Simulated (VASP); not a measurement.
# Ru (P6_3/mmc) in VASP: further runs

Ru is run at these levels: PBE; tasks: single point.

All numbers are computed with VASP 6.6.1; they aren't measurements. Logs are shortened: lines on timing, memory, paths and dates and some standing lists are left out, and cuts for length are marked.

### Step 1. The cell of the first run

The structure is hexagonal, space group P6_3/mmc (No. 194). The conventional cell has a = 2.788 Å, b = 2.788 Å, c = 4.404 Å, α = 90.00°, β = 90.00°, γ = 120.00°. Ru (site symmetry -6m2) has 12 Ru at 2.73 to 2.79 Å within 3.6 Å.

### Step 2. Single point, PBE (strain +0.025 along x and y, +0.025 along z)

Input file INCAR:

```
SYSTEM = Ru
PREC = Accurate
ENCUT = 520
EDIFF = 1E-7
ISMEAR = 0
SIGMA = 0.15
LREAL = .FALSE.
LASPH = .TRUE.
NELM = 80
ALGO = Fast
ISIF = 2
LWAVE = .FALSE.
LCHARG = .TRUE.
GGA = PE
LELF = .TRUE.
LVHAR = .TRUE.
NBANDS = 21
```

Input file KPOINTS:

```
Automatic mesh
0
G
  24 24 14
  0 0 0
```

Input file POSCAR:

```
Ru
1.0
    2.7880257181      0.0000000000      0.0000000000
   -1.3940128590      2.4145010983      0.0000000000
    0.0000000000      0.0000000000      4.4041887339
Ru
2
Direct
    0.3333333333      0.6666666667      0.2500000000
    0.6666666667      0.3333333333      0.7500000000
```

Potentials or basis: VASP PAW PBE potentials, release 64 (Ru_pv).

Launch:

```
cat potpaw_PBE.64/Ru_pv/POTCAR > POTCAR
mpirun -np 1 vasp_std > vasp.out
```

OUTCAR:

```text
SYSTEM = Ru
   PREC = Accurate
   ENCUT = 520
   EDIFF = 1E-7
   ISMEAR = 0
   LREAL = .FALSE.
   LASPH = .TRUE.
   NELM = 80
   ISIF = 2
   GGA = PE

 ion  position               nearest neighbor table
   1  0.333  0.667  0.250-   2 2.73   2 2.73   2 2.73   2 2.73   2 2.73   2 2.73
   2  0.667  0.333  0.750-   1 2.73   1 2.73   1 2.73   1 2.73   1 2.73   1 2.73

  LATTYP: Found a hexagonal cell.
 ALAT       =     2.7880257181
 C/A-ratio  =     1.5796800960

  Lattice vectors:

 A1 = (   2.7880257181,   0.0000000000,   0.0000000000)
 A2 = (  -1.3940128590,   2.4145010983,   0.0000000000)
 A3 = (   0.0000000000,   0.0000000000,   4.4041887339)

Analysis of symmetry for initial positions (statically):
=====================================================================
 Subroutine PRICEL returns:
 Original cell was already a primitive cell.

 Routine SETGRP: Setting up the symmetry group for a
 hexagonal supercell.

 Subroutine GETGRP returns: Found 24 space group operations
 (whereof 12 operations were pure point group operations)
 out of a pool of 24 trial point group operations.

The static configuration has the point symmetry D_3d.
 The point group associated with its full space group is D_6h.

Analysis of symmetry for dynamics (positions and initial velocities):
=====================================================================
 Subroutine PRICEL returns:
 Original cell was already a primitive cell.

 Routine SETGRP: Setting up the symmetry group for a
 hexagonal supercell.

 Subroutine GETGRP returns: Found 24 space group operations
 (whereof 12 operations were pure point group operations)
 out of a pool of 24 trial point group operations.

The dynamic configuration has the point symmetry D_3d.
 The point group associated with its full space group is D_6h.

 Subroutine INISYM returns: Found 24 space group operations
 (whereof 12 operations are pure point group operations),
 and found     1 'primitive' translations

----------------------------------------------------------------------------------------

                                     Primitive cell

  volume of cell :      29.6476

  direct lattice vectors                    reciprocal lattice vectors
     2.788025718  0.000000000  0.000000000     0.358676749  0.207082117  0.000000000
    -1.394012859  2.414501098  0.000000000     0.000000000  0.414164235  0.000000000
     0.000000000  0.000000000  4.404188734     0.000000000  0.000000000  0.227056573

  length of vectors
     2.788025718  2.788025718  4.404188734     0.414164235  0.414164235  0.227056573
[... 75 lines left out ...]
   ISPIN  =      1    spin polarized calculation?
   LNONCOLLINEAR =      F non collinear calculations
   LSORBIT =      F    spin-orbit coupling
   LASPH  =      T    aspherical Exc in radial PAW
   ENCUT  =  520.0 eV  38.22 Ry    6.18 a.u.   5.18  5.18  8.19*2*pi/ulx,y,z
   NELM   =     80;   NELMIN=  2; NELMDL= -5     # of ELM steps
   EDIFF  = 0.1E-06   stopping-criterion for ELM
   LREAL  =      F    real-space projection
   EDIFFG = 0.1E-05   stopping-criterion for IOM
   NSW    =      0    number of steps for IOM
   IBRION =     -1    ionic relax: 0-MD 1-quasi-New 2-CG
   NFREE  =      0    steps in history (QN), initial steepest desc. (CG)
   ISIF   =      2    stress and relaxation
   ISYM   =      2    0-nonsym 1-usesym 2-fastsym
   POTIM  = 0.5000    time-step for ionic-motion
   TEBEG  =    0.0;   TEEND  =   0.0 temperature during run
   PSTRESS=    0.0 pullay stress
   NELECT =      28.0000    total number of electrons
   NUPDOWN=      -1.0000    fix difference up-down
   EMIN   =  10.00;   EMAX   =-10.00  energy-range for DOS
   EFERMI =   0.00;   METHOD = LEGACY
   ISMEAR =     0;   SIGMA  =   0.15  broadening in eV -4-tet -1-fermi 0-gaus
   EFERMI_NEDOS =   21; number of points for ismear=-14 and -15
   IALGO  =     68    algorithm
   IMIX   =      4    mixing-type and parameters
     AMIX     =   0.40;   BMIX     =  1.00
     AMIX_MAG =   1.60;   BMIX_MAG =  1.00
  volume/ion in A,a.u.               =      14.82       100.04
  Fermi-wavevector in a.u.,A,eV,Ry     =   1.606192  3.035263 35.101030  2.579853
  Thomas-Fermi vector in A             =   2.702419
   LORBIT       =      0    0 simple, 1 ext, 2 COOP (PROOUT), +10 PAW based schemes
   GGA     = PE    functional components
   LHFCALC =     F    Hartree Fock is set to
   AEXX    =    0.0000 exact exchange contribution
   IVDW    =     0    specifies the selected vdW correction
   LEPSILON=     F    determine dielectric tensor
   LRPA    =     F    only Hartree local field effects (RPA)
 non-spin polarized calculation
 RMM-DIIS sequential band-by-band and
 Gauss-broadening in eV      SIGMA  =   0.15
  energy-cutoff  :      520.00
  volume of cell :       29.65
 maximum number of plane-waves:       818
 NGX is ok and might be reduce to    24
   NGX = 11   NGY = 11   NGZ = 17

 number of electron      28.0000000 magnetization

 Free energy of the ion-electron system (eV)
  ---------------------------------------------------
  ext. energy  EPLUGINS =         0.00000000
  ---------------------------------------------------
  free energy    TOTEN  =       -18.34013932 eV

  energy without entropy =      -18.31666276  energy(sigma->0) =      -18.32840104

 E-fermi :  11.3066     XC(G=0): -13.5806

 val. band max:       11.3060928697   @ k =   0.3333   0.2083   0.2857
 cond. band min:      11.3118379253   @ k =   0.3333   0.0417   0.2857
 fundamental gap:      0.0057450556
 Fermi energy:        11.3066136028

 k-point     1 :       0.0000    0.0000    0.0000
  band No.  band energies     occupation
      1     -32.0450      2.00000
      2     -31.3507      2.00000
      3     -31.3507      2.00000
      4     -31.2204      2.00000
      5     -31.2204      2.00000
      6     -31.1892      2.00000
[... 565 lines left out ...]
     20      22.4119      0.00000
     21      23.5317      0.00000

 [... further k-points ...]
[... 5 lines left out ...]
  --------------------------------------------------------------------------------------
  -------------------------------------------------------------------------------------
  Total       -3.4651065     -3.4651065     -3.7987553     -0.0000000      0.0000000      0.0000000
  in kB     -187.2565680   -187.2565680   -205.2871624     -0.0000000      0.0000000      0.0000000
  external PRESSURE =    -193.2667661 kB  Pullay stress =       0.0000000 kB

 VOLUME and BASIS-vectors are now :
 -----------------------------------------------------------------------------
  energy-cutoff  :      520.00
  volume of cell :       29.65
      direct lattice vectors                 reciprocal lattice vectors
     2.788025718  0.000000000  0.000000000     0.358676749  0.207082117  0.000000000
    -1.394012859  2.414501098  0.000000000     0.000000000  0.414164235  0.000000000
     0.000000000  0.000000000  4.404188734     0.000000000  0.000000000  0.227056573

 POSITION                                       TOTAL-FORCE (eV/Angst)
 -----------------------------------------------------------------------------------
     -0.00000      1.60967      1.10105        -0.000000      0.000000      0.000000
      1.39401      0.80483      3.30314         0.000000     -0.000000      0.000000
 -----------------------------------------------------------------------------------
    total drift:                               -0.000000      0.000000     -0.000000

  FREE ENERGIE OF THE ION-ELECTRON SYSTEM (eV)
  ---------------------------------------------------
  free  energy   TOTEN  =       -18.3401393209 eV

  energy  without entropy=      -18.3166627571  energy(sigma->0) =      -18.32840104
```

OSZICAR:

```text
N       E                     dE             d eps       ncg     rms          rms(c)
DAV:   1     0.284387672821E+03    0.28439E+03   -0.17554E+04 20544   0.146E+03
DAV:   2    -0.140497217321E+02   -0.29844E+03   -0.28961E+03 21086   0.438E+02
DAV:   3    -0.197252683469E+02   -0.56755E+01   -0.56386E+01 23916   0.675E+01
DAV:   4    -0.197689553285E+02   -0.43687E-01   -0.43648E-01 26170   0.562E+00
DAV:   5    -0.197694967916E+02   -0.54146E-03   -0.53837E-03 23587   0.548E-01    0.145E+01
RMM:   6    -0.184052601437E+02    0.13642E+01   -0.31800E+00 20812   0.146E+01    0.319E+00
RMM:   7    -0.183465058452E+02    0.58754E-01   -0.30316E-01 21981   0.398E+00    0.816E-01
RMM:   8    -0.183408420601E+02    0.56638E-02   -0.18740E-02 23026   0.128E+00    0.379E-01
RMM:   9    -0.183401218051E+02    0.72026E-03   -0.20833E-03 23283   0.408E-01    0.462E-02
RMM:  10    -0.183401411660E+02   -0.19361E-04   -0.25889E-04 24056   0.145E-01    0.129E-02
RMM:  11    -0.183401410317E+02    0.13425E-06   -0.43972E-05 25072   0.486E-02    0.394E-03
RMM:  12    -0.183401385762E+02    0.24555E-05   -0.93346E-06 26401   0.211E-02    0.236E-03
RMM:  13    -0.183401394094E+02   -0.83322E-06   -0.14584E-06 24989   0.963E-03    0.638E-04
RMM:  14    -0.183401393209E+02    0.88563E-07   -0.20283E-07 17483   0.402E-03
   1 F= -.18340139E+02 E0= -.18328401E+02  d E =-.234766E-01
```

Run time: 3.2 min. Hardware: 1 thread of AMD EPYC 9R45 (Zen 5), shared host; peak memory 0.31 GiB.

Results:

```
Free energy            : -18.3401 eV
Pressure               : -19.3 GPa
Band gap on the k mesh : zero (bands 14 and 15 overlap by 2.75 eV)
```

Stress tensor (GPa, compression positive):
```
-18.73   0.00   0.00
  0.00 -18.73   0.00
  0.00   0.00 -20.53
```

Levels at points of the mesh, in eV from the Fermi level:
```csv
k point,band 10,band 11,band 12,band 13,band 14,band 15,band 16,band 17,band 18,band 19
"(0.00, 0.00, 0.00)",-2.28,-2.11,-1.68,-1.68,-1.24,-1.24,1.02,1.02,1.24,9.30
"(0.50, 0.00, 0.00)",-2.66,-1.84,-1.64,-1.35,1.20,1.57,1.64,3.60,5.50,10.31
"(0.00, 0.00, 0.50)",-2.43,-2.43,-2.43,-2.43,-2.43,0.45,0.45,0.45,0.45,10.53
"(0.50, 0.00, 0.50)",-3.97,-0.94,-0.94,0.39,0.39,1.43,1.43,3.07,3.07,9.54
```

Caveat: the cell differs from its parent crystal (strain +0.025 along x and y, +0.025 along z); the cell stands under tension.

### Step 3. Single point, PBE (strain +0.050 along x and y, +0.000 along z)

Input file INCAR:

```
SYSTEM = Ru
PREC = Accurate
ENCUT = 520
EDIFF = 1E-7
ISMEAR = 0
SIGMA = 0.15
LREAL = .False.
LASPH = .True.
NELM = 60
ALGO = Fast
ISIF = 2
LWAVE = .False.
LCHARG = .True.
GGA = PE
LELF = .True.
LVHAR = .True.
NBANDS = 21
```

Input file KPOINTS:

```
regular mesh
0
Gamma
  24 24 14
  0 0 0
```

Input file POSCAR:

```
Ru
1.0
    2.8560263454      0.0000000000      0.0000000000
   -1.4280131727      2.4733913690      0.0000000000
    0.0000000000      0.0000000000      4.2967694965
Ru
2
Direct
    0.3333333333      0.6666666667      0.2500000000
    0.6666666667      0.3333333333      0.7500000000
```

Potentials or basis: VASP PAW PBE potentials, release 64 (Ru_pv).

Launch:

```
cat potpaw_PBE.64/Ru_pv/POTCAR > POTCAR
mpirun -np 1 vasp_std > vasp.out
```

Run time: 3 min. Hardware: 1 thread of AMD EPYC 9R45 (Zen 5), shared host; peak memory 0.31 GiB.

Results (log left out):

```yaml
Free_energy: -18.2118 eV
Pressure: -22.9 GPa
Band_gap_on_the_k_mesh: zero (bands 14 and 15 overlap by 2.67 eV)
```

Stress tensor (GPa, compression positive):
```
-27.18   0.00   0.00
  0.00 -27.18   0.00
  0.00   0.00 -14.44
```

Levels at points of the mesh, in eV from the Fermi level:
```tsv
k point	band 12	band 13	band 14	band 15	band 16	band 17
(0.00, 0.00, 0.00)	-1.58	-1.58	-1.52	-1.52	0.98	0.98
(0.50, 0.00, 0.00)	-1.55	-1.08	0.89	1.34	1.75	3.36
(0.00, 0.00, 0.50)	-2.52	-2.14	-2.14	0.48	0.48	0.48
(0.50, 0.00, 0.50)	-1.07	0.34	0.34	1.18	1.18	2.95
```

Caveat: the cell differs from its parent crystal (strain +0.050 along x and y, +0.000 along z); the stress differs along the axes, from -27 to -14 GPa.

### Step 4. Single point, PBE (strain +0.025 along x and y, +0.050 along z)

Input file INCAR:

```
SYSTEM = Ru
PREC = Accurate ; ENCUT = 520
EDIFF = 1E-6 ; ISMEAR = 0
SIGMA = 0.15 ; LREAL = .FALSE.
LASPH = .TRUE. ; NELM = 100
ALGO = Fast ; ISIF = 2
LWAVE = .FALSE. ; LCHARG = .FALSE.
GGA = PE ; NBANDS = 21
```

Input file KPOINTS:

```
Automatic mesh
0
G
  24 24 14
  0 0 0
```

Input file POSCAR:

```
Ru
1.0
    2.7880257181      0.0000000000      0.0000000000
   -1.3940128590      2.4145010983      0.0000000000
    0.0000000000      0.0000000000      4.5116079713
Ru
2
Direct
    0.3333333333      0.6666666667      0.2500000000
    0.6666666667      0.3333333333      0.7500000000
```

Potentials or basis: VASP PAW PBE potentials, release 64 (Ru_pv).

Launch:

```
cat potpaw_PBE.64/Ru_pv/POTCAR > POTCAR
mpirun -np 1 vasp_std > vasp.out
```

OUTCAR:

```text
SYSTEM = Ru
   PREC = Accurate
   ENCUT = 520
   EDIFF = 1E-6
   ISMEAR = 0
   LREAL = .FALSE.
   LASPH = .TRUE.
   NELM = 100
   ISIF = 2
   GGA = PE

 ion  position               nearest neighbor table
   1  0.333  0.667  0.250-   2 2.77   2 2.77   2 2.77   2 2.77   2 2.77   2 2.77
   2  0.667  0.333  0.750-   1 2.77   1 2.77   1 2.77   1 2.77   1 2.77   1 2.77

  LATTYP: Found a hexagonal cell.
 ALAT       =     2.7880257181
 C/A-ratio  =     1.6182088788

  Lattice vectors:

 A1 = (   2.7880257181,   0.0000000000,   0.0000000000)
 A2 = (  -1.3940128590,   2.4145010983,   0.0000000000)
 A3 = (   0.0000000000,   0.0000000000,   4.5116079713)

Analysis of symmetry for initial positions (statically):
=====================================================================
 Subroutine PRICEL returns:
 Original cell was already a primitive cell.

 Routine SETGRP: Setting up the symmetry group for a
 hexagonal supercell.

 Subroutine GETGRP returns: Found 24 space group operations
 (whereof 12 operations were pure point group operations)
 out of a pool of 24 trial point group operations.

[... 157 lines left out ...]

 Free energy of the ion-electron system (eV)
  ---------------------------------------------------
  ext. energy  EPLUGINS =         0.00000000
  ---------------------------------------------------
  free energy    TOTEN  =       -18.22464229 eV

  energy without entropy =      -18.20062077  energy(sigma->0) =      -18.21263153

 E-fermi :  10.9032     XC(G=0): -13.4358

 val. band max:       10.9028869555   @ k =   0.2917  -0.0000   0.2143
 cond. band min:      10.9068725697   @ k =   0.2083   0.0833   0.1429
 fundamental gap:      0.0039856142
 Fermi energy:        10.9031534734

 k-point     1 :       0.0000    0.0000    0.0000
  band No.  band energies     occupation
      1     -32.3434      2.00000
      2     -31.7069      2.00000
      3     -31.7069      2.00000
      4     -31.6012      2.00000
      5     -31.6012      2.00000
      6     -31.5980      2.00000
[... 565 lines left out ...]
     20      21.5667      0.00000
     21      23.2366      0.00000

 [... further k-points ...]
[... 5 lines left out ...]
  --------------------------------------------------------------------------------------
  -------------------------------------------------------------------------------------
  Total       -3.9800051     -3.9800051     -5.7803389     -0.0000000      0.0000000      0.0000000
  in kB     -209.9610190   -209.9610190   -304.9357522     -0.0000000      0.0000000      0.0000000
  external PRESSURE =    -241.6192634 kB  Pullay stress =       0.0000000 kB

 VOLUME and BASIS-vectors are now :
 -----------------------------------------------------------------------------
  energy-cutoff  :      520.00
  volume of cell :       30.37
      direct lattice vectors                 reciprocal lattice vectors
     2.788025718  0.000000000  0.000000000     0.358676749  0.207082117  0.000000000
    -1.394012859  2.414501098  0.000000000     0.000000000  0.414164235  0.000000000
     0.000000000  0.000000000  4.511607971     0.000000000  0.000000000  0.221650464

 POSITION                                       TOTAL-FORCE (eV/Angst)
 -----------------------------------------------------------------------------------
     -0.00000      1.60967      1.12790         0.000000      0.000000      0.000000
      1.39401      0.80483      3.38371         0.000000     -0.000000      0.000000
 -----------------------------------------------------------------------------------
    total drift:                               -0.000000      0.000000     -0.000000

  FREE ENERGIE OF THE ION-ELECTRON SYSTEM (eV)
  ---------------------------------------------------
  free  energy   TOTEN  =       -18.2246422927 eV

  energy  without entropy=      -18.2006207749  energy(sigma->0) =      -18.21263153
```

OSZICAR:

```text
N       E                     dE             d eps       ncg     rms          rms(c)
DAV:   1     0.284673086582E+03    0.28467E+03   -0.17646E+04 20536   0.146E+03
DAV:   2    -0.139471950059E+02   -0.29862E+03   -0.28982E+03 21116   0.437E+02
DAV:   3    -0.196263374356E+02   -0.56791E+01   -0.56394E+01 24011   0.672E+01
DAV:   4    -0.196703853956E+02   -0.44048E-01   -0.44009E-01 26489   0.558E+00
DAV:   5    -0.196709014991E+02   -0.51610E-03   -0.51279E-03 23518   0.530E-01    0.137E+01
RMM:   6    -0.182830650146E+02    0.13878E+01   -0.33086E+00 20839   0.149E+01    0.286E+00
RMM:   7    -0.182307518786E+02    0.52313E-01   -0.29113E-01 21913   0.383E+00    0.784E-01
RMM:   8    -0.182253318517E+02    0.54200E-02   -0.18470E-02 22980   0.126E+00    0.357E-01
RMM:   9    -0.182246245582E+02    0.70729E-03   -0.20798E-03 23261   0.403E-01    0.407E-02
RMM:  10    -0.182246437948E+02   -0.19237E-04   -0.24807E-04 23985   0.138E-01    0.138E-02
RMM:  11    -0.182246435787E+02    0.21608E-06   -0.42956E-05 25040   0.538E-02    0.371E-03
RMM:  12    -0.182246412644E+02    0.23144E-05   -0.90160E-06 23955   0.224E-02    0.233E-03
RMM:  13    -0.182246422880E+02   -0.10237E-05   -0.12367E-06 16472   0.107E-02    0.604E-04
RMM:  14    -0.182246422927E+02   -0.46671E-08   -0.35906E-07 13871   0.474E-03
   1 F= -.18224642E+02 E0= -.18212632E+02  d E =-.240215E-01
```

Wall time 3.2 min (1 thread of AMD EPYC 9R45 (Zen 5), shared host); peak memory 0.32 GiB.

Results:

| Item | Value |
| --- | --- |
| Free energy | -18.2246 eV |
| Pressure | -24.2 GPa |
| Band gap on the k mesh | zero (bands 14 and 15 overlap by 2.73 eV) |

Levels at points of the mesh, in eV from the Fermi level:
```tsv
k point	band 12	band 13	band 14	band 15	band 16	band 17
(0.00, 0.00, 0.00)	-1.65	-1.65	-1.04	-1.04	0.98	0.99
(0.50, 0.00, 0.00)	-1.52	-1.41	1.28	1.49	1.59	3.55
(0.00, 0.00, 0.50)	-2.27	-2.27	-2.27	0.43	0.43	0.43
(0.50, 0.00, 0.50)	-0.82	0.40	0.40	1.47	1.47	3.02
```

Caveat: the cell differs from its parent crystal (strain +0.025 along x and y, +0.050 along z); the stress differs along the axes, from -30 to -21 GPa.

### Step 5. Overview

```csv
cell,further INCAR settings,gap on the mesh (eV),pressure (GPa)
"a = 2.788, b = 2.788, c = 4.404 Å, angles 90.0, 90.0, 120.0°, 2 atoms",ALGO = Fast; EDIFF = 1e-07; NBANDS = 21,none,-19.3
"a = 2.856, b = 2.856, c = 4.297 Å, angles 90.0, 90.0, 120.0°, 2 atoms",ALGO = Fast; EDIFF = 1e-07; NBANDS = 21,none,-22.9
"a = 2.788, b = 2.788, c = 4.512 Å, angles 90.0, 90.0, 120.0°, 2 atoms",ALGO = Fast; EDIFF = 1e-06; NBANDS = 21,none,-24.2
```

Alike in all rows: task single point; level PBE; potentials or basis VASP PAW PBE potentials, release 64 (Ru_pv); no spin polarisation; k mesh 24 × 24 × 14; cutoff (eV) 520; smearing gaussian 0.15 eV.

Caveats: the cell stands under tension (at least some runs); the stress differs along the axes, from -27 to -14 GPa (at least some runs); the stress differs along the axes, from -30 to -21 GPa (at least some runs).

Absolute energies hang on the potentials; compare differences alone.
